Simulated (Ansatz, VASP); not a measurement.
# Te: VASP beside Ansatz

The input INCAR:

```
SYSTEM = Te
PREC = Accurate
ENCUT = 520
EDIFF = 1E-7
ISMEAR = -1
SIGMA = 0.05
LREAL = .False.
LASPH = .True.
NELM = 60
ALGO = Normal
ISIF = 2
LWAVE = .False.
LCHARG = .False.
GGA = PS
NBANDS = 9
```

The input KPOINTS:

```
regular mesh
0
Gamma
  15 15 15
  0 0 0
```

The input POSCAR:

```
Te
1.0
   -1.8592069109      1.8592069109      1.8592069109
    1.8592069109     -1.8592069109      1.8592069109
    1.8592069109      1.8592069109     -1.8592069109
Te
1
Direct
    0.0000000000      0.0000000000      0.0000000000
```

Input for Ansatz:

```yaml
crystal:
  lattice:
    - [-1.8592069109, 1.8592069109, 1.8592069109]
    - [1.8592069109, -1.8592069109, 1.8592069109]
    - [1.8592069109, 1.8592069109, -1.8592069109]
  atoms:
    - { symbol: Te, position: [0.0, 0.0, 0.0] }
kpoints:
  mp_grid: { grid: [15, 15, 15] }
scf:
  occupations: { method: fermi_dirac, width: 0.05 }
hamiltonian:
  xc: pbesol
  pseudopotentials: { kind: paw }
output:
  forces: true
  stress: true
  eigenvalues: true
  populations: true
  write_density: true
  write_potential: true
  elf: true
  volumetric_format: npy
```

Change from the starting cell: volume scaled by 0.95, PAW files.

Alike in both runs: task single point; functional PBEsol; k mesh 15 × 15 × 15; occupations fermi-dirac, width 0.05 eV; no spin polarisation.

|  | VASP | Ansatz |
| --- | --- | --- |
| version | VASP 6.6.1 | Ansatz 0.2.0 |
| potentials or method | VASP PAW PBE potentials, release 64 (Te) | PAW with Ansatz's default frozen-core files, scalar-relativistic |
| plane-wave cutoff (eV) | 520 | 420 |
| valence electrons in the cell | 6 | 16 |

```csv
,VASP,Ansatz,Ansatz less VASP
pressure (GPa),3.7,3.7,-0.02
```

VASP's potentials were made for PBE, not for PBEsol. VASP's potentials hold 6 valence electrons a cell and Ansatz's 16, so a difference there can come from the potentials and not from the codes.

Neither program's run includes spin-orbit coupling.
